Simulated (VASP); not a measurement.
# Ga2O3: single point with PBE

The system is Ga2O3.

```
Ga O
1.0
     5.91606   -1.46467    0.01149
     5.91606    1.46467    0.01149
    -1.33259    0.00000    5.70769
Ga O
4 6
Direct
  0.08991 0.08991 0.79472
  0.91009 0.91009 0.20528
  0.65850 0.65850 0.31420
  0.34150 0.34150 0.68580
  0.16349 0.16349 0.10921
  0.83651 0.83651 0.89079
  0.17370 0.17370 0.56436
  0.82630 0.82630 0.43564
  0.49602 0.49602 0.25668
  0.50398 0.50398 0.74332
```

This cell differs from its parent crystal: strain -0.050 along x and y, +0.000 along z.

* Program: VASP 6.6.1
* Task: single point
* Functional: PBE
* Potentials or basis: VASP PAW PBE potentials, release 64 (Ga_d, O)
* Cutoff: 600 eV
* k mesh: 10 × 10 × 6
* Occupations: gaussian, width 0.05 eV
* Spin: no spin polarisation

- Pressure: 24.2 GPa
- Largest force: 1.595 eV/Å
- Band gap on the k mesh: 2.86 eV (least direct gap 3.00 eV)

Forces on the atoms (eV/Å):
```
Ga   1.334  0.000  0.875
Ga  -1.334  0.000 -0.875
Ga   0.354  0.000  0.231
Ga  -0.354  0.000 -0.231
O    0.403  0.000 -0.602
O   -0.403  0.000  0.602
O   -0.433  0.000 -0.166
O    0.433  0.000  0.166
O    0.636  0.000  0.356
O   -0.636  0.000 -0.356
```

Stress tensor (GPa, compression positive):
```
27.26  0.00  0.47
 0.00 34.20  0.00
 0.47  0.00 11.09
```

Levels at points of the mesh, in eV from the valence-band top:
```
           k point  band 41  band 42  band 43  band 44  band 45  band 46  band 47  band 48
(0.00, 0.00, 0.00)    -0.48    -0.47    -0.41    -0.15     2.86     5.97     7.33     7.51
(0.50, 0.00, 0.00)    -0.84    -0.75    -0.56    -0.38     6.02     6.70     7.52     8.01
(0.50, 0.50, 0.00)    -0.52    -0.47    -0.46    -0.29     4.94     5.23     6.37     7.28
(0.00, 0.00, 0.50)    -0.75    -0.46    -0.30    -0.24     5.27     5.34     7.34     8.02
(0.50, 0.00, 0.50)    -1.23    -1.07    -0.74    -0.72     7.42     7.43     8.15     8.45
(0.50, 0.50, 0.50)    -0.55    -0.51    -0.43    -0.05     5.71     5.73     6.79     7.37
```

Wall time 21 min on 4 MPI ranks on Oxide Virtual Turin-like Processor, on a shared host, peak memory 0.89 GiB a rank.

Caveat: the cell differs from its parent crystal (strain -0.050 along x and y, +0.000 along z); the stress differs along the axes, from 11 to 34 GPa; forces of over 1 eV/Å act on the atoms, so gaps and moduli don't describe the material at rest. A k mesh can miss the band edges.
